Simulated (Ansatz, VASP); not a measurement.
# CdS: VASP beside Ansatz

```
Cd S
1.0
     0.00000    2.97370    2.97370
     2.97370    0.00000    2.97370
     2.97370    2.97370    0.00000
Cd S
1 1
Direct
  0.00000 0.00000 0.00000
  0.75000 0.75000 0.75000
```

Alike in both runs: task single point; functional PBEsol-based screened hybrid with a share of 0.25 of exact exchange and HFSCREEN = 0.207; k mesh 4 × 4 × 4; occupations fermi-dirac, width 0.05 eV; no spin polarisation.

```csv
,VASP,Ansatz
version,VASP 6.6.1,Ansatz 0.2.0
potentials or method,"VASP PAW PBE potentials, release 64 (Cd, S)",Ansatz PAW
plane-wave cutoff (eV),520,420
valence electrons in the cell,18,26
```

```tsv
	VASP	Ansatz	Ansatz less VASP
gap on the k mesh at the Fermi level (eV)	1.88	1.88	-0.003
least direct gap on the mesh (eV)	1.88	1.88	-0.003
pressure (GPa)	-3.4	-3.6	-0.25
```

VASP's potentials were made for PBE, not for PBEsol-based screened hybrid. With one functional, cell and mesh, what is left measures potentials, basis and numerics. VASP's potentials hold 18 valence electrons a cell and Ansatz's 26, so a difference there can come from the potentials and not from the codes.

The k mesh is coarse, so the values compare programs but aren't converged.
